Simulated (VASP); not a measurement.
Input of a VASP 6.6.1 run:

INCAR

```
  PREC = Accurate
  ENCUT = 600
  EDIFF = 1E-6
  ISMEAR = 0
  SIGMA = 0.1
  LREAL = F
  LASPH = T
  NELM = 150
  ALGO = Normal
  ISIF = 3
  LWAVE = F
  LCHARG = F
  ISPIN = 2
  MAGMOM = 2.85 1.83 1.83 1.83
  LORBIT = 11
  LMAXMIX = 4
  GGA = PS
  IBRION = 2
  NSW = 80
  EDIFFG = -0.01
```

File KPOINTS:

```
regular mesh
0
Gamma
  4 4 4
```

Contents of POSCAR:

```
FeCo3
1.0
    3.5357026200      0.0000000000      0.0000000000
    0.0000000000      3.5357026200      0.0000000000
    0.0000000000      0.0000000000      3.5357026200
Fe Co
1 3
Direct
    0.0000000000      0.0000000000      0.0000000000
    0.5000000000      0.5000000000      0.0000000000
    0.5000000000      0.0000000000      0.5000000000
    0.0000000000      0.5000000000      0.5000000000
```

Potentials or basis: VASP PAW PBE potentials, release 64 (Fe, Co).

Launch:

```bash
$ cat potpaw_PBE.64/Fe/POTCAR potpaw_PBE.64/Co/POTCAR > POTCAR
$ mpirun -np 1 vasp_std > vasp.out
```

Q: Predict the relaxed cell.

A: a = 3.499 Å, b = 3.499 Å, c = 3.499 Å, α = 90.00°, β = 90.00°, γ = 90.00°.

Q: Estimate the relaxed volume.

A: 10.71 Å³/atom.

Final structure:
```yaml
crystal:
  lattice:
    - [3.49862, 0.00000, 0.00000]
    - [0.00000, 3.49862, 0.00000]
    - [0.00000, 0.00000, 3.49862]
  atoms:
    - { symbol: Fe, position: [0.00000, 0.00000, 0.00000] }
    - { symbol: Co, position: [0.50000, 0.50000, 0.00000] }
    - { symbol: Co, position: [0.50000, 0.00000, 0.50000] }
    - { symbol: Co, position: [0.00000, 0.50000, 0.50000] }
```

Caveat: the k points lie up to 0.45 Å⁻¹ apart in the final cell; the PAW data sets were made with another functional, which shifts forces and pressure a little.
